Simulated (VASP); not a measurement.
A run of VASP 6.6.1 is set up as follows.

Contents of INCAR:

```
PREC = Accurate
ENCUT = 520
EDIFF = 1E-8
ISMEAR = -1
SIGMA = 0.01
LREAL = F
LASPH = T
NELM = 100
ALGO = Normal
ISIF = 2
LWAVE = F
LCHARG = F
GGA = PE
LEFG = T
NBANDS = 27
```

KPOINTS

```
Automatic mesh
0
Gamma
  6 6 6
```

Contents of POSCAR:

```
Se
1.0
    5.6241898633      3.2471275315      1.4763300000
   -5.6241898633      3.2471275315      1.4763300000
    0.0000000000     -6.4942550631      1.4763300000
Se
6
Direct
    0.2806600000      0.1625100000      0.9181800000
    0.9181800000      0.2806600000      0.1625100000
    0.1625100000      0.9181800000      0.2806600000
    0.7193400000      0.8374900000      0.0818200000
    0.0818200000      0.7193400000      0.8374900000
    0.8374900000      0.0818200000      0.7193400000
```

Potentials or basis: VASP PAW PBE potentials, release 64 (Se).

Run with:

```bash
$ cat potpaw_PBE.64/Se/POTCAR > POTCAR
$ mpirun -np 1 vasp_std > vasp.out
```

Estimate the pressure.

4.3 GPa.

Predict the band gap on the k mesh.

1.30 eV (least direct gap 1.52 eV).

Electric field gradients, principal values (V/Å²):
```
atom    least   middle  greatest (by size)
1 Se  193.662  354.895            -548.557
2 Se  193.662  354.895            -548.557
3 Se  193.662  354.895            -548.557
4 Se  193.662  354.895            -548.557
5 Se  193.662  354.895            -548.557
6 Se  193.662  354.895            -548.557
```

Caveat: the cell differs from its parent crystal (equal xx and yy strain of -1 %); the cell stands under pressure; this functional lacks dispersion, which holds the molecules together, so the pressure and a relaxed volume are unreliable; without QUAD_EFG the Cq values of the log hold for a quadrupole moment of 1 mb, not for the nuclei. A k mesh can miss the band edges.
